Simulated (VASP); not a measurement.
Wanted: the native input for a VASP 6.6.1 run.

* Task: single point
* Functional: r2SCAN
* Potentials or basis: VASP PAW PBE potentials, release 64 (Nb_sv, As)
* Cutoff: 520 eV
* k mesh: 11 × 11 × 11
* Occupations: fermi-dirac, width 0.1 eV
* Spin: no spin polarisation
* Dipole correction: no
* Further INCAR settings: ALGO = Normal; EDIFF = 1e-06; NBANDS = 26

Crystal: NbAs.

```
CELL_PARAMETERS angstrom
-1.72842 1.72842 5.88645
1.72842 -1.72842 5.88645
1.72842 1.72842 -5.88645
ATOMIC_POSITIONS crystal
Nb 0.99915 0.99915 0.00000
Nb 0.74915 0.24915 0.50000
As 0.41685 0.41685 0.00000
As 0.16685 0.66685 0.50000
```

One way to write it, as run:

POSCAR

```
NbAs
1.0
   -1.7284174900      1.7284174900      5.8864512300
    1.7284174900     -1.7284174900      5.8864512300
    1.7284174900      1.7284174900     -5.8864512300
Nb As
2 2
Direct
   -0.0008483400     -0.0008483400      0.0000000000
    0.7491516600      0.2491516600      0.5000000000
    0.4168483400      0.4168483400      0.0000000000
    0.1668483400      0.6668483400      0.5000000000
```

INCAR.step1

```
ALGO = Normal
EDIFF = 1E-4
ENCUT = 520
GGA = PE
ISMEAR = -1
LASPH = T
LCHARG = F
LREAL = F
LWAVE = T
NBANDS = 26
NELM = 60
PREC = Accurate
SIGMA = 0.1
```

INCAR.step2

```
ALGO = Normal
EDIFF = 1E-6
ENCUT = 520
ISIF = 2
ISMEAR = -1
ISTART = 1
LASPH = T
LCHARG = F
LMIXTAU = T
LREAL = F
LWAVE = F
METAGGA = R2SCAN
NBANDS = 26
NELM = 60
PREC = Accurate
SIGMA = 0.1
```

KPOINTS

```
k-points
0
Gamma
  11 11 11
```

Potentials or basis: VASP PAW PBE potentials, release 64 (Nb_sv, As).

The run is started by

```bash
$ cat potpaw_PBE.64/Nb_sv/POTCAR potpaw_PBE.64/As/POTCAR > POTCAR
$ cp INCAR.step1 INCAR
$ mpirun -np 1 vasp_std > vasp.out
$ cp INCAR.step2 INCAR
$ mpirun -np 1 vasp_std > vasp.out
```

It gave:

```yaml
Pressure: 0.0 GPa
Largest_force: 0.004 eV/Å
Band_gap_on_the_k_mesh: zero (band 18 reaches 9.51 eV, above the bottom of band 19 at 9.50 eV)
```

Caveat: the PAW data sets were made with another functional, which shifts forces and pressure a little.

It took 17 min on 1 thread of Intel(R) Xeon(R) Platinum 8488C (Sapphire Rapids), with other jobs on the host, peak memory 0.48 GiB.
